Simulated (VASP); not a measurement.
# Ba2BiSb2 (Immm) in VASP: single point with r2SCAN

Aim: the single point of Ba2BiSb2 with r2SCAN.

Everything below comes from runs of VASP 6.6.1. Logs are shortened: lines on timing, memory, paths and dates and some standing lists are left out, and cuts for length are marked.

**1. The cell of the first run**

The structure is orthorhombic, space group Immm (No. 71). Conventional cell: a = 4.813 Å, b = 7.661 Å, c = 10.122 Å, α = 90.00°, β = 90.00°, γ = 90.00°. Within 4.5 Å of Bi (site symmetry mmm) lie 4 Sb at 3.32 Å and 8 Ba at 3.72 to 4.43 Å. Within 4.9 Å of Ba (site symmetry mm2) lie 6 Sb at 3.63 to 3.64 Å and 4 Bi at 3.72 to 4.43 Å and 7 Ba at 4.46 to 4.81 Å. Within 4.1 Å of Sb (site symmetry m2m) lie 1 Sb at 3.10 Å and 2 Bi at 3.32 Å and 6 Ba at 3.63 to 3.64 Å.

**2. Single point, r2SCAN**

POSCAR

```
Ba2BiSb2
1.0
   -2.4066913891      3.8305321024      5.0612246681
    2.4066913891     -3.8305321024      5.0612246681
    2.4066913891      3.8305321024     -5.0612246681
Bi Ba Sb
1 2 2
Direct
    0.0000000000      0.0000000000      0.0000000000
    0.7200690483      0.2200690483      0.5000000000
    0.2799309517      0.7799309517      0.5000000000
    0.7021627126      0.5000000000      0.2021627126
    0.2978372874      0.5000000000      0.7978372874
```

INCAR.step1

```
PREC = Accurate ; ENCUT = 520
ISMEAR = -1 ; SIGMA = 0.1
LREAL = F ; LASPH = T
NELM = 100 ; NBANDS = 30
GGA = PE ; ALGO = Normal
EDIFF = 1E-4 ; LWAVE = T
LCHARG = F
```

INCAR.step2

```
PREC = Accurate ; ENCUT = 520
EDIFF = 1E-6 ; ISMEAR = -1
SIGMA = 0.1 ; LREAL = F
LASPH = T ; NELM = 100
ALGO = Normal ; ISIF = 2
LWAVE = F ; LCHARG = F
METAGGA = R2SCAN ; LMIXTAU = T
NBANDS = 30 ; ISTART = 1
```

KPOINTS

```
Automatic mesh
0
Gamma
  6 6 6
```

Potentials or basis: VASP PAW PBE potentials, release 64 (Bi_d, Ba_sv, Sb).

On the command line:

```bash
$ cat potpaw_PBE.64/Bi_d/POTCAR potpaw_PBE.64/Ba_sv/POTCAR potpaw_PBE.64/Sb/POTCAR > POTCAR
$ cp INCAR.step1 INCAR
$ mpirun -np 1 vasp_std > vasp.out
$ cp INCAR.step2 INCAR
$ mpirun -np 1 vasp_std > vasp.out
```

OUTCAR:

```text
PREC = Accurate
   ENCUT = 520
   EDIFF = 1E-6
   ISMEAR = -1
   LREAL = F
   LASPH = T
   NELM = 100
   ISIF = 2
   METAGGA = R2SCAN
   ISTART = 1

 ion  position               nearest neighbor table
   1  0.000  0.000  0.000-   5 3.32   4 3.32   5 3.32   4 3.32   3 3.72   2 3.72   2 3.72   3 3.72

   2  0.720  0.220  0.500-   4 3.63   5 3.63   4 3.63   5 3.63   4 3.64   5 3.64   1 3.72   1 3.72
                             3 4.46   3 4.56   3 4.56   3 4.56   3 4.56
   3  0.280  0.780  0.500-   4 3.63   5 3.63   4 3.63   5 3.63   5 3.64   4 3.64   1 3.72   1 3.72
                             2 4.46   2 4.56   2 4.56   2 4.56   2 4.56
   4  0.702  0.500  0.202-   5 3.10   1 3.32   1 3.32   2 3.63   2 3.63   3 3.63   3 3.63   2 3.64
                             3 3.64
   5  0.298  0.500  0.798-   4 3.10   1 3.32   1 3.32   2 3.63   3 3.63   3 3.63   2 3.63   3 3.64
                             2 3.64

  LATTYP: Found a body centered orthorhombic cell.
 ALAT       =     4.8133827782
 B/A-ratio  =     1.5916174877
 C/A-ratio  =     2.1029803368

  Lattice vectors:

 A1 = (  -2.4066913891,   3.8305321024,   5.0612246681)
 A2 = (   2.4066913891,  -3.8305321024,   5.0612246681)
 A3 = (   2.4066913891,   3.8305321024,  -5.0612246681)

Analysis of symmetry for initial positions (statically):
=====================================================================
 Subroutine PRICEL returns:
 Original cell was already a primitive cell.

 Routine SETGRP: Setting up the symmetry group for a
 body centered orthorhombic supercell.

 Subroutine GETGRP returns: Found  8 space group operations
 (whereof  8 operations were pure point group operations)
 out of a pool of  8 trial point group operations.

The static configuration has the point symmetry D_2h.

Analysis of symmetry for dynamics (positions and initial velocities):
=====================================================================
 Subroutine PRICEL returns:
 Original cell was already a primitive cell.

 Routine SETGRP: Setting up the symmetry group for a
 body centered orthorhombic supercell.

 Subroutine GETGRP returns: Found  8 space group operations
 (whereof  8 operations were pure point group operations)
 out of a pool of  8 trial point group operations.

The dynamic configuration has the point symmetry D_2h.

 Subroutine INISYM returns: Found  8 space group operations
 (whereof  8 operations are pure point group operations),
 and found     1 'primitive' translations

----------------------------------------------------------------------------------------

[... 101 lines left out ...]
   NSW    =      0    number of steps for IOM
   IBRION =     -1    ionic relax: 0-MD 1-quasi-New 2-CG
   NFREE  =      0    steps in history (QN), initial steepest desc. (CG)
   ISIF   =      2    stress and relaxation
   ISYM   =      2    0-nonsym 1-usesym 2-fastsym
   POTIM  = 0.5000    time-step for ionic-motion
   TEBEG  =    0.0;   TEEND  =   0.0 temperature during run
   PSTRESS=    0.0 pullay stress
   NELECT =      45.0000    total number of electrons
   NUPDOWN=      -1.0000    fix difference up-down
   EMIN   =  10.00;   EMAX   =-10.00  energy-range for DOS
   EFERMI =   0.00;   METHOD = LEGACY
   ISMEAR =    -1;   SIGMA  =   0.10  broadening in eV -4-tet -1-fermi 0-gaus
   EFERMI_NEDOS =   21; number of points for ismear=-14 and -15
   IALGO  =     38    algorithm
   IMIX   =      4    mixing-type and parameters
     AMIX     =   0.40;   BMIX     =  1.00
     AMIX_MAG =   1.60;   BMIX_MAG =  1.00
  volume/ion in A,a.u.               =      37.33       251.90
  Fermi-wavevector in a.u.,A,eV,Ry     =   1.018937  1.925512 14.126010  1.038232
  Thomas-Fermi vector in A             =   2.152423
   LORBIT       =      0    0 simple, 1 ext, 2 COOP (PROOUT), +10 PAW based schemes
   METAGGA = R2SCAN    functional components
   LHFCALC =     F    Hartree Fock is set to
   AEXX    =    0.0000 exact exchange contribution
   IVDW    =     0    specifies the selected vdW correction
   LEPSILON=     F    determine dielectric tensor
   LRPA    =     F    only Hartree local field effects (RPA)
 non-spin polarized calculation
  energy-cutoff  :      520.00
  volume of cell :      186.64
 maximum number of plane-waves:      5059
   NGX = 25   NGY = 25   NGZ = 25

 number of electron      44.9999995 magnetization

 Free energy of the ion-electron system (eV)
  ---------------------------------------------------
  ext. energy  EPLUGINS =         0.00000000
  ---------------------------------------------------
  free energy    TOTEN  =      -167.71844104 eV

  energy without entropy =     -167.65317818  energy(sigma->0) =     -167.68580961

 E-fermi :   4.6627     XC(G=0):  -9.4709

 val. band max:        4.6427266530   @ k =   0.5000  -0.3333   0.3333
 cond. band min:       4.6847224286   @ k =   0.5000   0.5000   0.5000
 fundamental gap:      0.0419957756
 Fermi energy:         4.6627404965

 k-point     1 :       0.0000    0.0000    0.0000
  band No.  band energies     occupation
      1     -24.4810      2.00000
      2     -24.4491      2.00000
      3     -18.6565      2.00000
      4     -18.6540      2.00000
      5     -18.4989      2.00000
      6     -18.4943      2.00000
[... 781 lines left out ...]
     29       8.6226      0.00000
     30       9.1207      0.00000

 [... further k-points ...]

------------------------ aborting loop because EDIFF is reached ----------------------------------------

  FORCE on cell =-STRESS in cart. coord.  units (eV):
  Direction    XX          YY          ZZ          XY          YZ          ZX
  --------------------------------------------------------------------------------------
  -------------------------------------------------------------------------------------
  Total        0.3639765      0.2511833      0.3709042      0.0000000      0.0000000      0.0000000
  in kB        3.1245598      2.1562851      3.1840301      0.0000000      0.0000000      0.0000000
  external PRESSURE =       2.8216250 kB  Pullay stress =       0.0000000 kB

 VOLUME and BASIS-vectors are now :
 -----------------------------------------------------------------------------
  energy-cutoff  :      520.00
  volume of cell :      186.64
      direct lattice vectors                 reciprocal lattice vectors
    -2.406691389  3.830532102  5.061224668     0.000000000  0.130530168  0.098790319
     2.406691389 -3.830532102  5.061224668     0.207754099  0.000000000  0.098790319
     2.406691389  3.830532102 -5.061224668     0.207754099  0.130530168  0.000000000

 POSITION                                       TOTAL-FORCE (eV/Angst)
 -----------------------------------------------------------------------------------
      0.00000      0.00000      0.00000         0.000000     -0.000000      0.000000
      0.00000      3.83053      2.22764         0.000000     -0.000000      0.000295
      2.40669      0.00000      2.83359        -0.000000     -0.000000     -0.000295
     -0.00000      1.54878      5.06122        -0.000000      0.006982      0.000000
      2.40669      2.28175      0.00000         0.000000     -0.006982      0.000000
 -----------------------------------------------------------------------------------
    total drift:                               -0.000000     -0.000000      0.000000

  FREE ENERGIE OF THE ION-ELECTRON SYSTEM (eV)
  ---------------------------------------------------
  free  energy   TOTEN  =      -167.7184410410 eV

  energy  without entropy=     -167.6531781797  energy(sigma->0) =     -167.68580961
```

OUTCAR.step1:

```text
PREC = Accurate
   ENCUT = 520
   ISMEAR = -1
   LREAL = F
   LASPH = T
[... 1029 lines left out ...]
      0.00000      3.83053      2.22764         0.000000      0.000000     -0.021116
      2.40669      0.00000      2.83359        -0.000000      0.000000      0.021116
     -0.00000      1.54878      5.06122         0.000000      0.045260      0.000000
      2.40669      2.28175      0.00000         0.000000     -0.045260      0.000000
 -----------------------------------------------------------------------------------
    total drift:                               -0.000000     -0.000000      0.000000

  FREE ENERGIE OF THE ION-ELECTRON SYSTEM (eV)
  ---------------------------------------------------
  free  energy   TOTEN  =       -20.1881231283 eV

  energy  without entropy=      -20.1169179768  energy(sigma->0) =      -20.15252055
```

It took 19 min on 1 thread of Intel Xeon Platinum 8488C (Sapphire Rapids), shared host; peak memory 0.54 GiB.

Results:

- Free energy: -167.7184 eV
- Pressure: 0.3 GPa
- Largest force: 0.007 eV/Å
- Band gap on the k mesh: zero (an odd number of electrons rules out a gap without spin polarisation)

Forces on the atoms (eV/Å):
```
Bi   0.000  0.000  0.000
Ba   0.000  0.000  0.000
Ba   0.000  0.000  0.000
Sb   0.000  0.007  0.000
Sb   0.000 -0.007  0.000
```

Levels at points of the mesh, in eV from the Fermi level:
| k point | band 18 | band 19 | band 20 | band 21 | band 22 | band 23 | band 24 | band 25 | band 26 | band 27 |
| --- | --- | --- | --- | --- | --- | --- | --- | --- | --- | --- |
| (0.00, 0.00, 0.00) | -2.19 | -1.98 | -1.81 | -0.97 | -0.85 | -0.63 | 0.42 | 1.15 | 2.67 | 2.69 |
| (0.50, 0.00, 0.00) | -2.47 | -2.40 | -2.35 | -1.57 | -0.22 | 0.39 | 0.95 | 1.66 | 1.92 | 2.02 |
| (0.00, 0.50, 0.00) | -3.43 | -2.35 | -1.72 | -1.66 | -1.44 | 1.28 | 1.85 | 2.32 | 2.69 | 2.98 |
| (0.50, 0.50, 0.00) | -2.44 | -2.23 | -1.95 | -1.64 | -1.59 | -0.83 | 0.91 | 2.42 | 2.56 | 3.41 |
| (0.50, 0.50, 0.50) | -2.47 | -2.42 | -1.41 | -0.43 | -0.27 | 0.02 | 0.09 | 1.20 | 1.38 | 2.16 |

Caveat: the PAW data sets were made with another functional, which shifts forces and pressure a little; spin-orbit coupling is left out, which moves the levels of the heavy elements.
